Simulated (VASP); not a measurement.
Input of a VASP 6.6.1 run:

File INCAR:

```
SYSTEM = Si16O
  ALGO = Normal
  EDIFF = 1E-6
  ENCUT = 520
  GGA = PE
  ISIF = 2
  ISMEAR = -1
  ISPIN = 2
  IVDW = 12
  LASPH = .TRUE.
  LCHARG = .TRUE.
  LELF = .TRUE.
  LORBIT = 11
  LREAL = Auto
  LVHAR = .TRUE.
  LWAVE = .FALSE.
  MAGMOM = 0 0 0 0 0 0 0 0 0 0 0 0 0 0 0 0 0
  NBANDS = 53
  NELM = 150
  PREC = Accurate
  SIGMA = 0.05
```

The input KPOINTS:

```
k-points
0
G
  2 2 2
  0 0 0
```

POSCAR

```
Si16O
1.0
    0.0000000000      5.4300000000      5.4300000000
    5.4300000000      0.0000000000      5.4300000000
    5.4300000000      5.4300000000      0.0000000000
Si O
16 1
Direct
    0.0592357274     -0.0679281768     -0.0456998158
    0.1804604052      0.0742173112      0.1108471455
   -0.0447790055      0.1177808471      0.5509852670
    0.2030847145      0.2355156538      0.6308747698
    0.0284438306      0.4426611418     -0.0338950276
    0.2207826888      0.5152946593      0.0623296501
   -0.0010497238      0.5616390424      0.4436279926
    0.0013259669      0.7008471455      0.6462246777
    0.5358747698     -0.0913627993      0.1010865562
    0.6710128913      0.1461325967      0.0812891344
    0.5401012891     -0.0336924494      0.4763627993
    0.5905893186      0.1325966851      0.7621178637
    0.6140791897      0.4819613260     -0.1516114180
    0.6154696133      0.5064272560      0.1841804788
    0.3933241252      0.5246869245      0.5341528545
    0.6472928177      0.6474217311      0.4363167587
    0.5629742173      0.9463443831      0.7021823204
```

Potentials or basis: VASP PAW PBE potentials, release 64 (Si, O).

Run with:

```bash
$ cat potpaw_PBE.64/Si/POTCAR potpaw_PBE.64/O/POTCAR > POTCAR
$ mpirun -np 1 vasp_std > vasp.out
```

Task: What does it give for the net moment?

Result: 0.00 μB per cell.

Task: Predict the largest force.

Result: 2.462 eV/Å.

Task: What does it give for the pressure?

Result: -3.0 GPa.

Task: Estimate the dispersion energy per atom.

Result: -0.327 eV.

Stress tensor (GPa, compression positive):
```
-4.58  0.30  0.04
 0.30 -2.18  0.12
 0.04  0.12 -2.15
```

Caveat: the k points lie up to 0.50 Å⁻¹ apart.
